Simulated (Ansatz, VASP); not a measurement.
## One calculation of YbSn2Ge2, two programs

```xyz
5
Lattice="0.0000 4.4124 0.0000 4.4124 0.0000 0.0000 2.2062 2.2062 -5.9699" Properties=species:S:1:pos:R:3 pbc="T T T"
Ge    2.2062    2.2062   -1.3576
Ge    4.4124    4.4124   -4.6123
Sn    2.2062    4.4124   -2.9849
Sn    4.4124    2.2062   -2.9849
Yb    0.0000    0.0000    0.0000
```

Alike in both runs: task single point; functional r2SCAN; k mesh 6 × 6 × 6; no spin polarisation.

```csv
,VASP,Ansatz
version,VASP 6.6.1,Ansatz 0.2.0
potentials or method,"VASP PAW PBE potentials, release 64 (Ge_d, Sn_d, Yb), cutoff 520 eV",PAW plane waves
occupations,"fermi-dirac, width 0.1 eV",fermi-dirac
valence electrons in the cell,80,80
```

Ansatz gave:

```
pressure (GPa)                                                : 9.1
traceless stress, the component that is largest in VASP (GPa) : -3.10
rms of the force components (eV/Å)                            : 0.612
```

**Question.** Which values does VASP return?

**Answer.** Pressure (GPa): 8.9; traceless stress, the component that is largest in VASP (GPa): -3.14; rms of the force components (eV/Å): 0.624.

VASP's potentials were made for PBE, not for r2SCAN. Atom by atom the forces differ by 0.012 eV/Å (rms over components).

Neither program's run includes spin-orbit coupling.
